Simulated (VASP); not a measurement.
# ZnSe (I-4m2) in VASP: a series of runs

ZnSe is run at these levels: LDA; tasks: single point.

All numbers are computed with VASP 6.6.1; they aren't measurements. Logs are shortened: lines on timing, memory, paths and dates and some standing lists are left out, and cuts for length are marked.

## (1) The cell of the first run

The structure is tetragonal, space group I-4m2 (No. 119). The conventional cell has a = 3.858 Å, b = 3.858 Å, c = 5.699 Å, α = 90.00°, β = 90.00°, γ = 90.00°. Within 3.2 Å of Zn (site symmetry -4m2) lie 4 Se at 2.40 Å. Within 3.2 Å of Se (site symmetry -4m2) lie 4 Zn at 2.40 Å.

## (2) Single point, LDA (in-plane strain -0.02, then relaxed in part)

Input file INCAR:

```
SYSTEM = ZnSe
  PREC = Accurate
  ENCUT = 520
  EDIFF = 1E-6
  ISMEAR = 0
  SIGMA = 0.01
  LREAL = .False.
  LASPH = .True.
  NELM = 80
  ALGO = Normal
  ISIF = 2
  LWAVE = .False.
  LCHARG = .False.
  NBANDS = 16
```

Input file KPOINTS:

```
regular mesh
0
Gamma
  8 8 8
  0 0 0
```

Input file POSCAR:

```
ZnSe
1.0
    2.7280842334      2.7280842334      0.0000000000
   -2.7280842334      2.7280842334      0.0000000000
    0.0000000000      2.7280842334      2.8497075786
Zn Se
1 1
Direct
    0.0000000000      0.0000000000      0.0000000000
    0.7500000000      0.2500000000      0.5000000000
```

Potentials or basis: VASP PAW LDA potentials, release 64 (Zn, Se).

Launch:

```console
cat potpaw_LDA.64/Zn/POTCAR potpaw_LDA.64/Se/POTCAR > POTCAR
mpirun -np 1 vasp_std > vasp.out
```

OUTCAR:

```text
SYSTEM = ZnSe
   PREC = Accurate
   ENCUT = 520
   EDIFF = 1E-6
   ISMEAR = 0
   LREAL = .False.
   LASPH = .True.
   NELM = 80
   ISIF = 2

 ion  position               nearest neighbor table
   1  0.000  0.000  0.000-   2 2.40   2 2.40   2 2.40   2 2.40
   2  0.750  0.250  0.500-   1 2.40   1 2.40   1 2.40   1 2.40

  LATTYP: Found a body centered tetragonal cell.
 ALAT       =     3.8580937222
 C/A-ratio  =     1.4772619764

  Lattice vectors:

 A1 = (   2.7280842334,   0.0000000000,  -2.8497075786)
 A2 = (  -2.7280842334,   0.0000000000,  -2.8497075786)
 A3 = (   0.0000000000,   2.7280842334,   2.8497075786)

Analysis of symmetry for initial positions (statically):
=====================================================================
 Subroutine PRICEL returns:
 Original cell was already a primitive cell.

 Routine SETGRP: Setting up the symmetry group for a
 body centered tetragonal supercell.

 Subroutine GETGRP returns: Found  8 space group operations
 (whereof  8 operations were pure point group operations)
 out of a pool of 16 trial point group operations.

The static configuration has the point symmetry D_2d.

Analysis of symmetry for dynamics (positions and initial velocities):
=====================================================================
 Subroutine PRICEL returns:
 Original cell was already a primitive cell.

 Routine SETGRP: Setting up the symmetry group for a
 body centered tetragonal supercell.

 Subroutine GETGRP returns: Found  8 space group operations
 (whereof  8 operations were pure point group operations)
 out of a pool of 16 trial point group operations.

The dynamic configuration has the point symmetry D_2d.

 Subroutine INISYM returns: Found  8 space group operations
 (whereof  8 operations are pure point group operations),
 and found     1 'primitive' translations

----------------------------------------------------------------------------------------

                                     Primitive cell

  volume of cell :      42.4176

  direct lattice vectors                    reciprocal lattice vectors
     2.728084233  2.728084233  0.000000000     0.183278798  0.183278798 -0.175456599
    -2.728084233  2.728084233  0.000000000    -0.183278798  0.183278798 -0.175456599
     0.000000000  2.728084233  2.849707579     0.000000000  0.000000000  0.350913198

  length of vectors
     3.858093722  3.858093722  3.945031922     0.312997211  0.312997211  0.350913198

  position of ions in fractional coordinates (direct lattice)
     0.000000000  0.000000000  0.000000000
     0.750000000  0.250000000  0.500000000

  ion indices of the primitive-cell ions
   primitive index   ion index
                 1           1
                 2           2

----------------------------------------------------------------------------------------

 KPOINTS: regular mesh

Automatic generation of k-mesh.
 Grid dimensions read from file:
 generate k-points for:    8    8    8

 Generating k-lattice:

  Cartesian coordinates                     Fractional coordinates (reciprocal lattice)
     0.022909850  0.022909850 -0.021932075     0.125000000  0.000000000 -0.000000000
    -0.022909850  0.022909850 -0.021932075     0.000000000  0.125000000 -0.000000000
     0.000000000  0.000000000  0.043864150     0.000000000  0.000000000  0.125000000

  Length of vectors
     0.039124651  0.039124651  0.043864150

  Shift w.r.t. Gamma in fractional coordinates (k-lattice)
     0.000000000  0.000000000  0.000000000

 Subroutine IBZKPT returns following result:
 ===========================================

 Found     59 irreducible k-points:

 Following reciprocal coordinates:
            Coordinates               Weight
  0.000000  0.000000  0.000000      1.000000
  0.125000  0.000000  0.000000      8.000000
  0.250000  0.000000  0.000000      8.000000
  0.375000  0.000000  0.000000      8.000000
  0.500000  0.000000  0.000000      4.000000
  0.125000  0.125000  0.000000      8.000000
[... 16 lines left out ...]
  0.250000  0.000000  0.125000      4.000000
  0.375000  0.000000  0.125000      8.000000
 [... further k-points ...]
   k-points           NKPTS =     59   k-points in BZ     NKDIM =     59   number of bands    NBANDS=     16
   number of dos      NEDOS =    301   number of ions     NIONS =      2
   total plane-waves  NPLWV =  27000
   dimension x,y,z NGX =    30 NGY =   30 NGZ =   30
   dimension x,y,z NGXF=    60 NGYF=   60 NGZF=   60
   ions per type =               1   1
   NGX,Y,Z   is equivalent  to a cutoff of  12.93, 12.93, 12.64 a.u.
   NGXF,Y,Z  is equivalent  to a cutoff of  25.85, 25.85, 25.28 a.u.
 SYSTEM =  ZnSe
   PREC   = accura    normal or accurate (medium, high low for compatibility)
   ISTART =      0    job   : 0-new  1-cont  2-samecut
   ICHARG =      2    charge: 1-file 2-atom 10-const
   ISPIN  =      1    spin polarized calculation?
   LNONCOLLINEAR =      F non collinear calculations
   LSORBIT =      F    spin-orbit coupling
   LASPH  =      T    aspherical Exc in radial PAW
   ENCUT  =  520.0 eV  38.22 Ry    6.18 a.u.   7.17  7.17  7.34*2*pi/ulx,y,z
   NELM   =     80;   NELMIN=  2; NELMDL= -5     # of ELM steps
   EDIFF  = 0.1E-05   stopping-criterion for ELM
   LREAL  =      F    real-space projection
   EDIFFG = 0.1E-04   stopping-criterion for IOM
   NSW    =      0    number of steps for IOM
   IBRION =     -1    ionic relax: 0-MD 1-quasi-New 2-CG
   NFREE  =      0    steps in history (QN), initial steepest desc. (CG)
   ISIF   =      2    stress and relaxation
   ISYM   =      2    0-nonsym 1-usesym 2-fastsym
   POTIM  = 0.5000    time-step for ionic-motion
   TEBEG  =    0.0;   TEEND  =   0.0 temperature during run
   PSTRESS=    0.0 pullay stress
   NELECT =      18.0000    total number of electrons
   NUPDOWN=      -1.0000    fix difference up-down
   EMIN   =  10.00;   EMAX   =-10.00  energy-range for DOS
   EFERMI =   0.00;   METHOD = LEGACY
   ISMEAR =     0;   SIGMA  =   0.01  broadening in eV -4-tet -1-fermi 0-gaus
   EFERMI_NEDOS =   21; number of points for ismear=-14 and -15
   IALGO  =     38    algorithm
   IMIX   =      4    mixing-type and parameters
     AMIX     =   0.40;   BMIX     =  1.00
     AMIX_MAG =   1.60;   BMIX_MAG =  1.00
  volume/ion in A,a.u.               =      21.21       143.12
  Fermi-wavevector in a.u.,A,eV,Ry     =   1.230223  2.324784 20.591707  1.513448
  Thomas-Fermi vector in A             =   2.365080
   LORBIT       =      0    0 simple, 1 ext, 2 COOP (PROOUT), +10 PAW based schemes
   GGA     = CA    functional components
   LHFCALC =     F    Hartree Fock is set to
   AEXX    =    0.0000 exact exchange contribution
   IVDW    =     0    specifies the selected vdW correction
   LEPSILON=     F    determine dielectric tensor
   LRPA    =     F    only Hartree local field effects (RPA)
 non-spin polarized calculation
 Gauss-broadening in eV      SIGMA  =   0.01
  energy-cutoff  :      520.00
  volume of cell :       42.42
 maximum number of plane-waves:      1162
 NGX is ok and might be reduce to    30
   NGX = 15   NGY = 15   NGZ = 15

 number of electron      17.9999988 magnetization

 Free energy of the ion-electron system (eV)
  ---------------------------------------------------
  ext. energy  EPLUGINS =         0.00000000
  ---------------------------------------------------
  free energy    TOTEN  =        -7.36043228 eV

  energy without entropy =       -7.36043228  energy(sigma->0) =       -7.36043228

 E-fermi :   2.3539     XC(G=0): -10.0164

 val. band max:        2.2123210889   @ k =   0.0000   0.0000   0.0000
 cond. band min:       3.5055752667   @ k =   0.0000   0.0000   0.0000
 fundamental gap:      1.2932541778
 Fermi energy:         2.3538538652

 k-point     1 :       0.0000    0.0000    0.0000
  band No.  band energies     occupation
      1     -11.6107      2.00000
      2      -4.8183      2.00000
      3      -4.7965      2.00000
      4      -4.7965      2.00000
      5      -4.3879      2.00000
      6      -4.3747      2.00000
[... 8 lines left out ...]
     15      13.3071      0.00000
     16      14.2035      0.00000

 k-point     2 :       0.1250    0.0000    0.0000
  band No.  band energies     occupation
      1     -11.4950      2.00000
      2      -4.8084      2.00000
      3      -4.7866      2.00000
      4      -4.7777      2.00000
      5      -4.3884      2.00000
      6      -4.3778      2.00000
[... 8 lines left out ...]
     15      13.0198      0.00000
     16      13.1786      0.00000

 k-point     3 :       0.2500    0.0000    0.0000
  band No.  band energies     occupation
      1     -11.1921      2.00000
      2      -4.7673      2.00000
      3      -4.7435      2.00000
      4      -4.7357      2.00000
      5      -4.3826      2.00000
      6      -4.3800      2.00000
[... 8 lines left out ...]
     15      12.7406      0.00000
     16      12.9498      0.00000

 k-point     4 :       0.3750    0.0000    0.0000
  band No.  band energies     occupation
      1     -10.8469      2.00000
      2      -4.7297      2.00000
      3      -4.7014      2.00000
      4      -4.5495      2.00000
      5      -4.3723      2.00000
      6      -4.3632      2.00000
[... 8 lines left out ...]
     15      13.7625      0.00000
     16      13.9760      0.00000
[... 324 lines left out ...]
 k-point    22 :       0.0000    0.0000    0.1250
  band No.  band energies     occupation
      1     -11.4643      2.00000
      2      -4.8314      2.00000
      3      -4.7619      2.00000
      4      -4.7619      2.00000
      5      -4.4029      2.00000
      6      -4.3677      2.00000
[... 8 lines left out ...]
     15      13.3412      0.00000
     16      14.4143      0.00000

 k-point    23 :       0.2500    0.0000    0.1250
  band No.  band energies     occupation
      1     -11.3095      2.00000
      2      -4.8001      2.00000
      3      -4.7547      2.00000
      4      -4.7546      2.00000
      5      -4.3915      2.00000
      6      -4.3727      2.00000
[... 8 lines left out ...]
     15      12.9470      0.00000
     16      14.1023      0.00000

 k-point    24 :       0.3750    0.0000    0.1250
  band No.  band energies     occupation
      1     -10.9853      2.00000
      2      -4.7447      2.00000
      3      -4.7105      2.00000
      4      -4.6892      2.00000
      5      -4.3957      2.00000
      6      -4.3480      2.00000
[... 8 lines left out ...]
     15      13.4431      0.00000
     16      14.6782      0.00000

 [... further k-points ...]
[... 5 lines left out ...]
  --------------------------------------------------------------------------------------
  -------------------------------------------------------------------------------------
  Total        0.5847608      0.5847608      0.1088897      0.0000000      0.0000000     -0.0000000
  in kB       22.0873189     22.0873189      4.1129327      0.0000000      0.0000000     -0.0000000
  external PRESSURE =      16.0958569 kB  Pullay stress =       0.0000000 kB

 VOLUME and BASIS-vectors are now :
 -----------------------------------------------------------------------------
  energy-cutoff  :      520.00
  volume of cell :       42.42
      direct lattice vectors                 reciprocal lattice vectors
     2.728084233  2.728084233  0.000000000     0.183278798  0.183278798 -0.175456599
    -2.728084233  2.728084233  0.000000000    -0.183278798  0.183278798 -0.175456599
     0.000000000  2.728084233  2.849707579     0.000000000  0.000000000  0.350913198

 POSITION                                       TOTAL-FORCE (eV/Angst)
 -----------------------------------------------------------------------------------
      0.00000      0.00000      0.00000        -0.000000     -0.000000      0.000000
      1.36404      4.09213      1.42485         0.000000      0.000000      0.000000
 -----------------------------------------------------------------------------------
    total drift:                               -0.000001      0.000000     -0.000000

  FREE ENERGIE OF THE ION-ELECTRON SYSTEM (eV)
  ---------------------------------------------------
  free  energy   TOTEN  =        -7.3604322774 eV

  energy  without entropy=       -7.3604322774  energy(sigma->0) =       -7.36043228
```

Run time: 30 s. Hardware: 1 thread of Intel Xeon Platinum 8375C at 2.90GHz (Ice Lake), shared host; peak memory 0.17 GiB.

Results:

* Free energy: -7.3604 eV
* Pressure: 1.6 GPa
* Band gap on the k mesh: 1.29 eV, direct

Stress tensor (GPa, compression positive):
```
2.21 0.00 0.00
0.00 2.21 0.00
0.00 0.00 0.41
```

Caveat: the cell differs from its parent crystal (in-plane strain -0.02, then relaxed in part).

## (3) Single point, LDA (in-plane strain -0.02)

Input file INCAR:

```
SYSTEM = ZnSe
PREC     = Accurate       ! precision mode
ENCUT    = 520            ! plane-wave cutoff, eV
EDIFF    = 1E-6           ! SCF threshold, eV
ISMEAR   = 0              ! smearing method
SIGMA    = 0.01           ! smearing width, eV
LREAL    = .FALSE.        ! projectors in reciprocal space
LASPH    = .TRUE.         ! aspherical terms in the spheres
NELM     = 100            ! most SCF steps
ALGO     = Normal         ! electronic algorithm
ISIF     = 2              ! what is computed and relaxed
LWAVE    = .FALSE.        ! write WAVECAR
LCHARG   = .TRUE.         ! write CHGCAR
LELF     = .TRUE.         ! ELF
LVHAR    = .TRUE.       
NBANDS   = 16             ! bands
```

Input file KPOINTS:

```
regular mesh
0
G
  8 8 8
  0 0 0
```

POSCAR: that of step 2 with these lines changed.

```diff
@@ -4,3 +4,3 @@
    -2.7280842334      2.7280842334      0.0000000000
-    0.0000000000      2.7280842334      2.8497075786
+    0.0000000000      2.7280842334      2.8171645349
 Zn Se
```

Potentials or basis: VASP PAW LDA potentials, release 64 (Zn, Se).

Launch:

```console
cat potpaw_LDA.64/Zn/POTCAR potpaw_LDA.64/Se/POTCAR > POTCAR
mpirun -np 1 vasp_std > vasp.out
```

It took 31 s on 1 thread of Intel Xeon Platinum 8375C at 2.90GHz (Ice Lake), shared host; peak memory 0.17 GiB.

Results (log left out):

```
Free energy            : -7.3572 eV
Pressure               : 2.6 GPa
Band gap on the k mesh : 1.36 eV, direct
```

Stress tensor (GPa, compression positive):
```
2.99 0.00 0.00
0.00 2.99 0.00
0.00 0.00 1.71
```

Levels at points of the mesh, in eV from the valence-band top:
```
           k point  band 5  band 6  band 7  band 8  band 9  band 10  band 11  band 12  band 13  band 14
(0.00, 0.00, 0.00)   -6.62   -6.61   -0.14    0.00    0.00     1.36     5.63     5.63     5.64     9.92
(0.50, 0.00, 0.00)   -6.59   -6.43   -5.88   -1.15   -0.94     2.46     6.10     6.36     8.51    11.11
(0.50, 0.50, 0.00)   -6.56   -6.39   -5.17   -2.65   -2.58     2.52     3.15    11.20    11.37    11.75
(0.00, 0.00, 0.50)   -6.56   -6.44   -5.37   -2.43   -2.43     2.69     3.47    10.89    11.64    11.64
```

Caveat: the cell differs from its parent crystal (in-plane strain -0.02).

(Part 1 of 3 ends here.)
